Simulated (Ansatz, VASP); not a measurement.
## MoS2: VASP beside Ansatz

```
Mo S
1.0
     3.13979    0.00000    0.00000
    -1.56989    2.71913    0.00000
     0.00000    0.00000   12.21248
Mo S
2 4
Cartesian
  0.0000 1.8128 3.0531
  1.5699 0.9064 9.1594
  0.0000 1.8128 7.6633
  1.5699 0.9064 1.5571
  0.0000 1.8128 10.6554
  1.5699 0.9064 4.5491
```

Change from the starting cell: volume scaled by 0.98, crystal datasets.

Alike in both runs: task electric field gradients; functional PBE; k mesh 10 × 10 × 3; occupations fermi-dirac, width 0.03 eV; no spin polarisation.

|  | VASP | Ansatz |
| --- | --- | --- |
| version | VASP 6.6.1 | Ansatz 0.2.0 |
| potentials or method | VASP PAW PBE potentials, release 64 (Mo_sv, S), cutoff 520 eV | all-electron PAW with datasets made for the crystal, scalar-relativistic |

```tsv
	VASP	Ansatz	Ansatz less VASP
pressure (GPa)	12.4	12.6	+0.20
traceless stress, the component that is largest in VASP (GPa)	4.70	4.75	+0.050
rms of the force components (eV/Å)	0.747	0.757	+0.0102
size of Vzz on the site where it differs most (V/Å²)	95.9	93.2	-2.69
```

Atom by atom the forces differ by 0.010 eV/Å (rms over components). Ansatz ran all-electron here, and VASP with PAW potentials.
